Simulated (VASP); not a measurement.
Set up this calculation in VASP 6.6.1, as the native input.

```yaml
Task: single point
Functional: r2SCAN
Potentials_or_basis: VASP PAW PBE potentials, release 64 (Sr_sv, O)
Cutoff: 520 eV
k_mesh: 8 × 8 × 8
Occupations: gaussian, width 0.02 eV
Spin: no spin polarisation
Dipole_correction: no
Further_INCAR_settings: ALGO = Normal; EDIFF = 1e-06; NBANDS = 15
```

Crystal: SrO.

```xyz
2
Lattice="0.0000 2.6309 2.6309 2.6309 0.0000 2.6309 2.6309 2.6309 0.0000" Properties=species:S:1:pos:R:3 pbc="T T T"
Sr    2.6309    2.6309    2.6309
O     0.0000    0.0000    0.0000
```

This cell differs from its parent crystal: volume scaled by 1.06.

These files were run (other wordings do the same):

POSCAR

```
SrO
1.0
    0.0000000000      2.6309200422      2.6309200422
    2.6309200422      0.0000000000      2.6309200422
    2.6309200422      2.6309200422      0.0000000000
Sr O
1 1
Direct
    0.5000000000      0.5000000000      0.5000000000
    0.0000000000      0.0000000000      0.0000000000
```

INCAR.step1

```
  PREC = Accurate
  ENCUT = 520
  ISMEAR = 0
  SIGMA = 0.02
  LREAL = False
  LASPH = True
  NELM = 100
  NBANDS = 15
  GGA = PE
  ALGO = Normal
  EDIFF = 1E-4
  LWAVE = True
  LCHARG = False
```

INCAR.step2

```
  PREC = Accurate
  ENCUT = 520
  EDIFF = 1E-6
  ISMEAR = 0
  SIGMA = 0.02
  LREAL = False
  LASPH = True
  NELM = 100
  ALGO = Normal
  ISIF = 2
  LWAVE = False
  LCHARG = False
  METAGGA = R2SCAN
  LMIXTAU = True
  NBANDS = 15
  ISTART = 1
```

KPOINTS

```
regular mesh
0
Gamma
  8 8 8
```

Potentials or basis: VASP PAW PBE potentials, release 64 (Sr_sv, O).

Launch:

```sh
$ cat potpaw_PBE.64/Sr_sv/POTCAR potpaw_PBE.64/O/POTCAR > POTCAR
$ cp INCAR.step1 INCAR
$ mpirun -np 1 vasp_std > vasp.out
$ cp INCAR.step2 INCAR
$ mpirun -np 1 vasp_std > vasp.out
```

Results of the run:

| Property | Result |
| --- | --- |
| Pressure | -4.4 GPa |
| Band gap on the k mesh | 3.77 eV, indirect (least direct gap 3.89 eV) |

Caveat: the PAW data sets were made with another functional, which shifts forces and pressure a little.

It took 2.9 min on 1 thread of AMD EPYC 7R13, on a shared host, peak memory 0.14 GiB.
